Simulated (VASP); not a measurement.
Wanted: the native input for a VASP 6.6.1 run.

| Property | Result |
| --- | --- |
| Task | single point |
| Functional | PBEsol |
| Potentials or basis | VASP PAW PBE potentials, release 64 (Ge_d) |
| Cutoff | 520 eV |
| k mesh | 14 × 14 × 14 |
| Occupations | gaussian, width 0.05 eV |
| Spin | no spin polarisation |
| Dipole correction | no |
| Further INCAR settings | ALGO = Normal; EDIFF = 1e-06; NBANDS = 21 |

The structure of Ge lies in POSCAR:

```
Ge
1.0
    0.0000000000      2.8378463399      2.8378463399
    2.8378463399      0.0000000000      2.8378463399
    2.8378463399      2.8378463399      0.0000000000
Ge
2
Direct
    0.5000000000      0.5000000000      0.5000000000
    0.7500000000      0.7500000000      0.7500000000
```

The input as run:

INCAR

```
PREC     = Accurate       # precision mode
ENCUT    = 520            # plane-wave cutoff, eV
EDIFF    = 1E-6           # SCF threshold, eV
ISMEAR   = 0              # smearing method
SIGMA    = 0.05           # smearing width, eV
LREAL    = F              # projectors in reciprocal space
LASPH    = T              # aspherical terms in the spheres
NELM     = 80             # most SCF steps
ALGO     = Normal         # electronic algorithm
ISIF     = 2              # what is computed and relaxed
LWAVE    = F              # write WAVECAR
LCHARG   = F              # write CHGCAR
GGA      = PS             # functional
NBANDS   = 21             # bands
```

KPOINTS

```
Automatic mesh
0
Gamma
  14 14 14
```

Potentials or basis: VASP PAW PBE potentials, release 64 (Ge_d).

Run with:

```sh
$ cat potpaw_PBE.64/Ge_d/POTCAR > POTCAR
$ mpirun -np 1 vasp_std > vasp.out
```

Results of the run:

```yaml
Pressure: -0.4 GPa
Band_gap_on_the_k_mesh: zero (filled and empty bands touch)
```

Caveat: the PAW data sets were made with another functional, which shifts forces and pressure a little.

It took 60 s on 1 thread of Intel(R) Xeon(R) Platinum 8488C (Sapphire Rapids) (shared host), peak memory 0.21 GiB.
